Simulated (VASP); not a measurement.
# CuI (Cmcm) in VASP: further runs

CuI is run at these levels: PBE; tasks: electric field gradients.

Program: VASP 6.6.1. These are calculated values, not measurements. Logs are shortened: lines on timing, memory, paths and dates and some standing lists are left out, and cuts for length are marked.

## (1) The cell of the first run

It takes space group Cmcm (No. 63, orthorhombic). Conventional cell: a = 7.466 Å, b = 7.422 Å, c = 4.393 Å, α = 90.00°, β = 90.00°, γ = 90.00°. Within 3.3 Å of Cu (site symmetry m2m) lie 2 Cu at 2.49 Å and 3 I at 2.59 to 2.61 Å. I (site symmetry m2m) has 3 Cu at 2.59 to 2.61 Å within 3.4 Å.

## (2) Electric field gradients, PBE (zz strain of +2 %)

Input file INCAR:

```
SYSTEM = CuI
ALGO     = Normal         ! electronic algorithm
EDIFF    = 1E-8           ! SCF threshold, eV
ENCUT    = 520            ! plane-wave cutoff, eV
GGA      = PE             ! functional
ISIF     = 2              ! what is computed and relaxed
ISMEAR   = -1             ! smearing method
LASPH    = .True.         ! aspherical terms in the spheres
LCHARG   = .False.        ! write CHGCAR
LEFG     = .True.       
LREAL    = .False.        ! projectors in reciprocal space
LWAVE    = .False.        ! write WAVECAR
NBANDS   = 26             ! bands
NELM     = 100            ! most SCF steps
PREC     = Accurate       ! precision mode
SIGMA    = 0.02           ! smearing width, eV
```

Input file KPOINTS:

```
k-points
0
Gamma
  5 5 6
  0 0 0
```

Input file POSCAR:

```
CuI
1.0
    3.7331675900     -3.7110863700      0.0000000000
    3.7331675900      3.7110863700      0.0000000000
    0.0000000000      0.0000000000      4.3931376234
Cu I
2 2
Direct
    0.4204388300      0.5795611700      0.7500000000
    0.5795611700      0.4204388300      0.2500000000
    0.7700426800      0.2299573200      0.7500000000
    0.2299573200      0.7700426800      0.2500000000
```

Potentials or basis: VASP PAW PBE potentials, release 64 (Cu, I).

The run is started by

```sh
cat potpaw_PBE.64/Cu/POTCAR potpaw_PBE.64/I/POTCAR > POTCAR
mpirun -np 1 vasp_std > vasp.out
```

OUTCAR:

```text
SYSTEM = CuI
   EDIFF = 1E-8
   ENCUT = 520
   GGA = PE
   ISIF = 2
   ISMEAR = -1
   LASPH = .True.
   LREAL = .False.
   NELM = 100
   PREC = Accurate

 ion  position               nearest neighbor table
   1  0.420  0.580  0.750-   2 2.49   2 2.49   3 2.59   4 2.61   4 2.61
   2  0.580  0.420  0.250-   1 2.49   1 2.49   4 2.59   3 2.61   3 2.61
   3  0.770  0.230  0.750-   1 2.59   2 2.61   2 2.61
   4  0.230  0.770  0.250-   2 2.59   1 2.61   1 2.61

  LATTYP: Found a base centered orthorhombic cell.
 ALAT       =     7.4221727400
 B/A-ratio  =     1.0059500690
 C/A-ratio  =     0.5918937456

  Lattice vectors:

 A1 = (  -3.7331675900,  -3.7110863700,   0.0000000000)
 A2 = (   3.7331675900,  -3.7110863700,   0.0000000000)
 A3 = (   0.0000000000,   0.0000000000,   4.3931376234)

Analysis of symmetry for initial positions (statically):
=====================================================================
 Subroutine PRICEL returns:
 Original cell was already a primitive cell.

 Routine SETGRP: Setting up the symmetry group for a
 base centered orthorhombic supercell.

 Subroutine GETGRP returns: Found  8 space group operations
 (whereof  4 operations were pure point group operations)
 out of a pool of  8 trial point group operations.

The static configuration has the point symmetry C_2h.
 The point group associated with its full space group is D_2h.

Analysis of symmetry for dynamics (positions and initial velocities):
=====================================================================
 Subroutine PRICEL returns:
 Original cell was already a primitive cell.

 Routine SETGRP: Setting up the symmetry group for a
 base centered orthorhombic supercell.

 Subroutine GETGRP returns: Found  8 space group operations
 (whereof  4 operations were pure point group operations)
 out of a pool of  8 trial point group operations.

The dynamic configuration has the point symmetry C_2h.
 The point group associated with its full space group is D_2h.

 Subroutine INISYM returns: Found  8 space group operations
 (whereof  4 operations are pure point group operations),
 and found     1 'primitive' translations

----------------------------------------------------------------------------------------

                                     Primitive cell

  volume of cell :     121.7260

  direct lattice vectors                    reciprocal lattice vectors
     3.733167590 -3.711086370  0.000000000     0.133934518 -0.134731437  0.000000000
     3.733167590  3.711086370  0.000000000     0.133934518  0.134731437  0.000000000
     0.000000000  0.000000000  4.393137623     0.000000000  0.000000000  0.227627743

  length of vectors
     5.263905613  5.263905613  4.393137623     0.189976354  0.189976354  0.227627743

  position of ions in fractional coordinates (direct lattice)
     0.420438830  0.579561170  0.750000000
     0.579561170  0.420438830  0.250000000
     0.770042680  0.229957320  0.750000000
     0.229957320  0.770042680  0.250000000

  ion indices of the primitive-cell ions
   primitive index   ion index
                 1           1
                 2           2
                 3           3
                 4           4

----------------------------------------------------------------------------------------

 KPOINTS: k-points

Automatic generation of k-mesh.
 Grid dimensions read from file:
 generate k-points for:    5    5    6

 Generating k-lattice:

  Cartesian coordinates                     Fractional coordinates (reciprocal lattice)
[... 42 lines left out ...]
   k-points           NKPTS =     36   k-points in BZ     NKDIM =     36   number of bands    NBANDS=     26
   number of dos      NEDOS =    301   number of ions     NIONS =      4
   total plane-waves  NPLWV =  57600
   dimension x,y,z NGX =    40 NGY =   40 NGZ =   36
   dimension x,y,z NGXF=    80 NGYF=   80 NGZF=   72
   ions per type =               2   2
   NGX,Y,Z   is equivalent  to a cutoff of  12.63, 12.63, 13.62 a.u.
   NGXF,Y,Z  is equivalent  to a cutoff of  25.27, 25.27, 27.25 a.u.
 SYSTEM =  CuI
   PREC   = accura    normal or accurate (medium, high low for compatibility)
   ISTART =      0    job   : 0-new  1-cont  2-samecut
   ICHARG =      2    charge: 1-file 2-atom 10-const
   ISPIN  =      1    spin polarized calculation?
   LNONCOLLINEAR =      F non collinear calculations
   LSORBIT =      F    spin-orbit coupling
   LASPH  =      T    aspherical Exc in radial PAW
   ENCUT  =  520.0 eV  38.22 Ry    6.18 a.u.   9.79  9.79  8.17*2*pi/ulx,y,z
   NELM   =    100;   NELMIN=  2; NELMDL= -5     # of ELM steps
   EDIFF  = 0.1E-07   stopping-criterion for ELM
   LREAL  =      F    real-space projection
   EDIFFG = 0.1E-06   stopping-criterion for IOM
   NSW    =      0    number of steps for IOM
   IBRION =     -1    ionic relax: 0-MD 1-quasi-New 2-CG
   NFREE  =      0    steps in history (QN), initial steepest desc. (CG)
   ISIF   =      2    stress and relaxation
   ISYM   =      2    0-nonsym 1-usesym 2-fastsym
   POTIM  = 0.5000    time-step for ionic-motion
   TEBEG  =    0.0;   TEEND  =   0.0 temperature during run
   PSTRESS=    0.0 pullay stress
   NELECT =      36.0000    total number of electrons
   NUPDOWN=      -1.0000    fix difference up-down
   EMIN   =  10.00;   EMAX   =-10.00  energy-range for DOS
   EFERMI =   0.00;   METHOD = LEGACY
   ISMEAR =    -1;   SIGMA  =   0.02  broadening in eV -4-tet -1-fermi 0-gaus
   EFERMI_NEDOS =   21; number of points for ismear=-14 and -15
   IALGO  =     38    algorithm
   IMIX   =      4    mixing-type and parameters
     AMIX     =   0.40;   BMIX     =  1.00
     AMIX_MAG =   1.60;   BMIX_MAG =  1.00
  volume/ion in A,a.u.               =      30.43       205.36
  Fermi-wavevector in a.u.,A,eV,Ry     =   1.090723  2.061168 16.186539  1.189677
  Thomas-Fermi vector in A             =   2.226954
   LORBIT       =      0    0 simple, 1 ext, 2 COOP (PROOUT), +10 PAW based schemes
   GGA     = PE    functional components
   LHFCALC =     F    Hartree Fock is set to
   AEXX    =    0.0000 exact exchange contribution
   IVDW    =     0    specifies the selected vdW correction
   LEPSILON=     F    determine dielectric tensor
   LRPA    =     F    only Hartree local field effects (RPA)
 non-spin polarized calculation
  energy-cutoff  :      520.00
  volume of cell :      121.73
 maximum number of plane-waves:      3320
   NGX = 19   NGY = 19   NGZ = 17

 number of electron      35.9999982 magnetization

 Free energy of the ion-electron system (eV)
  ---------------------------------------------------
  ext. energy  EPLUGINS =         0.00000000
  ---------------------------------------------------
  free energy    TOTEN  =       -10.93231658 eV

  energy without entropy =      -10.93231658  energy(sigma->0) =      -10.93231658

 E-fermi :   4.0232     XC(G=0):  -8.5107

 val. band max:        3.6057069858   @ k =   0.0000   0.0000   0.0000
 cond. band min:       4.6529417482   @ k =   0.0000   0.0000   0.0000
 fundamental gap:      1.0472347624
 Fermi energy:         4.0231768458

 k-point     1 :       0.0000    0.0000    0.0000
  band No.  band energies     occupation
      1     -10.0812      2.00000
      2      -9.3717      2.00000
      3      -1.7460      2.00000
      4      -0.4333      2.00000
      5      -0.2474      2.00000
      6      -0.1594      2.00000
[... 685 lines left out ...]
     25      11.2061      0.00000
     26      11.6744      0.00000

 [... further k-points ...]

------------------------ aborting loop because EDIFF is reached ----------------------------------------

  FORCE on cell =-STRESS in cart. coord.  units (eV):
  Direction    XX          YY          ZZ          XY          YZ          ZX
  --------------------------------------------------------------------------------------
  -------------------------------------------------------------------------------------
  Total        0.5264158      0.4812477     -0.4422892      0.0000000      0.0000000      0.0000000
  in kB        6.9287702      6.3342597     -5.8214816      0.0000000      0.0000000      0.0000000
  external PRESSURE =       2.4805161 kB  Pullay stress =       0.0000000 kB

 VOLUME and BASIS-vectors are now :
 -----------------------------------------------------------------------------
  energy-cutoff  :      520.00
  volume of cell :      121.73
      direct lattice vectors                 reciprocal lattice vectors
     3.733167590 -3.711086370  0.000000000     0.133934518 -0.134731437  0.000000000
     3.733167590  3.711086370  0.000000000     0.133934518  0.134731437  0.000000000
     0.000000000  0.000000000  4.393137623     0.000000000  0.000000000  0.227627743

 POSITION                                       TOTAL-FORCE (eV/Angst)
 -----------------------------------------------------------------------------------
      3.73317      0.59052      3.29485         0.000000      0.089984      0.000000
      3.73317     -0.59052      1.09828         0.000000     -0.089984      0.000000
      3.73317     -2.00430      3.29485         0.000000      0.006345     -0.000000
      3.73317      2.00430      1.09828         0.000000     -0.006345     -0.000000
 -----------------------------------------------------------------------------------
    total drift:                                0.000000     -0.000000      0.000000

  FREE ENERGIE OF THE ION-ELECTRON SYSTEM (eV)
  ---------------------------------------------------
  free  energy   TOTEN  =       -10.9323165830 eV

  energy  without entropy=      -10.9323165830  energy(sigma->0) =      -10.93231658

 Electric field gradients (V/A^2)
---------------------------------------------------------------------
 ion       V_xx      V_yy      V_zz      V_xy      V_xz      V_yz
---------------------------------------------------------------------
   1      49.014   -14.690   -34.324     0.000    -0.000     0.000
   2      49.014   -14.690   -34.324    -0.000    -0.000     0.000
   3    -409.442   290.854   118.589    -0.000     0.000    -0.000
   4    -409.442   290.854   118.589     0.000    -0.000    -0.000
---------------------------------------------------------------------

 Electric field gradients after diagonalization (V/A^2)
 (convention: |V_zz| > |V_xx| > |V_yy|)
----------------------------------------------------------------------
 ion       V_xx      V_yy      V_zz     asymmetry (V_yy - V_xx)/ V_zz
----------------------------------------------------------------------
   1     -34.324   -14.690    49.014       0.401
   2     -34.324   -14.690    49.014       0.401
   3     290.854   118.589  -409.442       0.421
   4     290.854   118.589  -409.442       0.421
----------------------------------------------------------------------

           NMR quadrupolar parameters

 Cq : quadrupolar parameter    Cq=e*Q*V_zz/h
 eta: asymmetry parameters     (V_yy - V_xx)/ V_zz
 Q  : nuclear electric quadrupole moment in mb (millibarn)
----------------------------------------------------------------------
 ion       Cq(MHz)       eta       Q (mb)
----------------------------------------------------------------------
   1       0.119       0.401       1.000
   2       0.119       0.401       1.000
   3      -0.990       0.421       1.000
   4      -0.990       0.421       1.000
----------------------------------------------------------------------
```

It took 75 s on 1 thread of Intel Xeon Platinum 8488C (Sapphire Rapids), shared host; peak memory 0.29 GiB.

What came out:

```yaml
Free_energy: -10.9323 eV
Pressure: 0.2 GPa
Largest_force: 0.090 eV/Å
Band_gap_on_the_k_mesh: 1.05 eV, direct
```

Forces in eV/Å, atoms in the order of the input:
```
Cu   0.000  0.090  0.000
Cu   0.000 -0.090  0.000
I    0.000  0.006  0.000
I    0.000 -0.006  0.000
```

Stress tensor (GPa, compression positive):
```
 0.69  0.00  0.00
 0.00  0.63  0.00
 0.00  0.00 -0.58
```

Levels at points of the mesh, in eV from the valence-band top:
```tsv
k point	band 14	band 15	band 16	band 17	band 18	band 19	band 20	band 21	band 22	band 23
(0.00, 0.00, 0.00)	-1.73	-1.68	-1.38	-0.81	0.00	1.05	1.91	2.33	4.74	5.03
(0.00, 0.00, 0.50)	-1.81	-1.68	-1.68	-1.50	-1.50	3.67	3.67	3.89	3.89	6.06
```

Electric field gradients, principal values (V/Å²):
| atom | least | middle | greatest (by size) |
| --- | --- | --- | --- |
| 1 Cu | -14.690 | -34.324 | 49.014 |
| 2 Cu | -14.690 | -34.324 | 49.014 |
| 3 I | 118.589 | 290.854 | -409.442 |
| 4 I | 118.589 | 290.854 | -409.442 |

Caveat: the cell differs from its parent crystal (zz strain of +2 %); without QUAD_EFG the Cq values of the log hold for a quadrupole moment of 1 mb, not for the nuclei; spin-orbit coupling is left out, which moves the levels of the heavy elements. A k mesh can miss the band edges.

## (3) Electric field gradients, PBE (zz strain of +2 %)

Input file INCAR:

```
PREC = Accurate ; ENCUT = 520
EDIFF = 1E-8 ; ISMEAR = -1
SIGMA = 0.02 ; LREAL = F
LASPH = T ; NELM = 100
ALGO = Normal ; ISIF = 2
LWAVE = F ; LCHARG = F
GGA = PE ; LEFG = T
NBANDS = 26
```

Input file KPOINTS:

```
regular mesh
0
Gamma
  5 5 6
```

POSCAR is that of step 2.

Potentials or basis: VASP PAW PBE potentials, release 64 (Cu, I).

The run is started by

```sh
cat potpaw_PBE.64/Cu/POTCAR potpaw_PBE.64/I/POTCAR > POTCAR
mpirun -np 1 vasp_std > vasp.out
```

OUTCAR:

```text
PREC = Accurate
   ENCUT = 520
   EDIFF = 1E-8
   ISMEAR = -1
   LREAL = F
   LASPH = T
   NELM = 100
   ISIF = 2
   GGA = PE

 ion  position               nearest neighbor table
   1  0.420  0.580  0.750-   2 2.49   2 2.49   3 2.59   4 2.61   4 2.61
   2  0.580  0.420  0.250-   1 2.49   1 2.49   4 2.59   3 2.61   3 2.61
   3  0.770  0.230  0.750-   1 2.59   2 2.61   2 2.61
   4  0.230  0.770  0.250-   2 2.59   1 2.61   1 2.61

  LATTYP: Found a base centered orthorhombic cell.
 ALAT       =     7.4221727400
 B/A-ratio  =     1.0059500690
 C/A-ratio  =     0.5918937456

  Lattice vectors:

 A1 = (  -3.7331675900,  -3.7110863700,   0.0000000000)
 A2 = (   3.7331675900,  -3.7110863700,   0.0000000000)
 A3 = (   0.0000000000,   0.0000000000,   4.3931376234)

Analysis of symmetry for initial positions (statically):
=====================================================================
 Subroutine PRICEL returns:
 Original cell was already a primitive cell.
[... 901 lines left out ...]
      3.73317      0.59052      3.29485         0.000000      0.089984      0.000000
      3.73317     -0.59052      1.09828         0.000000     -0.089984      0.000000
      3.73317     -2.00430      3.29485         0.000000      0.006345     -0.000000
      3.73317      2.00430      1.09828         0.000000     -0.006345     -0.000000
 -----------------------------------------------------------------------------------
    total drift:                                0.000000     -0.000000      0.000000

  FREE ENERGIE OF THE ION-ELECTRON SYSTEM (eV)
  ---------------------------------------------------
  free  energy   TOTEN  =       -10.9323165830 eV

  energy  without entropy=      -10.9323165830  energy(sigma->0) =      -10.93231658

 Electric field gradients (V/A^2)
---------------------------------------------------------------------
 ion       V_xx      V_yy      V_zz      V_xy      V_xz      V_yz
---------------------------------------------------------------------
   1      49.014   -14.690   -34.324     0.000    -0.000     0.000
   2      49.014   -14.690   -34.324    -0.000    -0.000     0.000
   3    -409.442   290.854   118.589    -0.000     0.000    -0.000
   4    -409.442   290.854   118.589     0.000    -0.000    -0.000
---------------------------------------------------------------------

 Electric field gradients after diagonalization (V/A^2)
 (convention: |V_zz| > |V_xx| > |V_yy|)
----------------------------------------------------------------------
 ion       V_xx      V_yy      V_zz     asymmetry (V_yy - V_xx)/ V_zz
----------------------------------------------------------------------
   1     -34.324   -14.690    49.014       0.401
   2     -34.324   -14.690    49.014       0.401
   3     290.854   118.589  -409.442       0.421
   4     290.854   118.589  -409.442       0.421
----------------------------------------------------------------------

           NMR quadrupolar parameters

 Cq : quadrupolar parameter    Cq=e*Q*V_zz/h
 eta: asymmetry parameters     (V_yy - V_xx)/ V_zz
 Q  : nuclear electric quadrupole moment in mb (millibarn)
----------------------------------------------------------------------
 ion       Cq(MHz)       eta       Q (mb)
----------------------------------------------------------------------
   1       0.119       0.401       1.000
   2       0.119       0.401       1.000
   3      -0.990       0.421       1.000
   4      -0.990       0.421       1.000
----------------------------------------------------------------------
```

OSZICAR:

```text
N       E                     dE             d eps       ncg     rms          rms(c)
DAV:   1     0.270361992080E+03    0.27036E+03   -0.14732E+04  1872   0.145E+03
DAV:   2     0.155694945160E+02   -0.25479E+03   -0.24121E+03  1886   0.304E+02
DAV:   3    -0.101776939382E+02   -0.25747E+02   -0.25164E+02  2476   0.118E+02
DAV:   4    -0.115409308011E+02   -0.13632E+01   -0.13591E+01  2566   0.249E+01
DAV:   5    -0.116019591650E+02   -0.61028E-01   -0.61023E-01  2912   0.492E+00    0.889E+00
DAV:   6    -0.113702743598E+02    0.23168E+00   -0.10158E+01  2368   0.702E+01    0.590E+00
DAV:   7    -0.109279250650E+02    0.44235E+00   -0.23310E+00  2296   0.447E+01    0.299E+00
DAV:   8    -0.109464931656E+02   -0.18568E-01   -0.29093E-01  2900   0.787E+00    0.101E+00
DAV:   9    -0.109317091030E+02    0.14784E-01   -0.81150E-02  2538   0.711E+00    0.391E-01
DAV:  10    -0.109324686627E+02   -0.75956E-03   -0.52192E-03  2900   0.943E-01    0.263E-01
DAV:  11    -0.109322878105E+02    0.18085E-03   -0.19415E-03  2492   0.111E+00    0.114E-01
DAV:  12    -0.109323111522E+02   -0.23342E-04   -0.31829E-04  2958   0.223E-01    0.246E-02
DAV:  13    -0.109323144145E+02   -0.32623E-05   -0.13758E-05  2956   0.692E-02    0.116E-02
DAV:  14    -0.109323167422E+02   -0.23277E-05   -0.76672E-06  2040   0.145E-02    0.105E-02
DAV:  15    -0.109323166423E+02    0.99895E-07   -0.77902E-07  2882   0.193E-02    0.516E-03
DAV:  16    -0.109323166408E+02    0.15248E-08   -0.46812E-07  2704   0.117E-02    0.179E-03
DAV:  17    -0.109323165918E+02    0.48982E-07   -0.11381E-07  3024   0.549E-03    0.152E-03
DAV:  18    -0.109323165830E+02    0.88476E-08   -0.27223E-08  1736   0.507E-03
   1 F= -.10932317E+02 E0= -.10932317E+02  d E =-.536337E-11
```

stdout:

```text
POSCAR found type information on POSCAR CuI
 POSCAR found :  2 types and       4 ions
 scaLAPACK will be used
 LDA part: xc-table for (Slater+PW92), standard interpolation
 POSCAR, INCAR and KPOINTS ok, starting setup
 FFT: planning ... GRIDC
 FFT: planning ... GRID_SOFT
 FFT: planning ... GRID
 WAVECAR not read
 entering main loop
ion   1

ion   2

ion   3

ion   4
```

Wall time 81 s (1 thread of Intel Xeon Platinum 8488C (Sapphire Rapids), shared host); peak memory 0.29 GiB.

What came out:

* Free energy: -10.9323 eV
* Pressure: 0.2 GPa
* Largest force: 0.090 eV/Å
* Band gap on the k mesh: 1.05 eV, direct

Forces on the atoms (eV/Å):
```
Cu   0.000  0.090  0.000
Cu   0.000 -0.090  0.000
I    0.000  0.006  0.000
I    0.000 -0.006  0.000
```

Electric field gradients, principal values (V/Å²):
| atom | least | middle | greatest (by size) |
| --- | --- | --- | --- |
| 1 Cu | -14.690 | -34.324 | 49.014 |
| 2 Cu | -14.690 | -34.324 | 49.014 |
| 3 I | 118.589 | 290.854 | -409.442 |
| 4 I | 118.589 | 290.854 | -409.442 |

Caveat: the cell differs from its parent crystal (zz strain of +2 %); without QUAD_EFG the Cq values of the log hold for a quadrupole moment of 1 mb, not for the nuclei; spin-orbit coupling is left out, which moves the levels of the heavy elements. A k mesh can miss the band edges.

(Continued in part 2 of 3.)
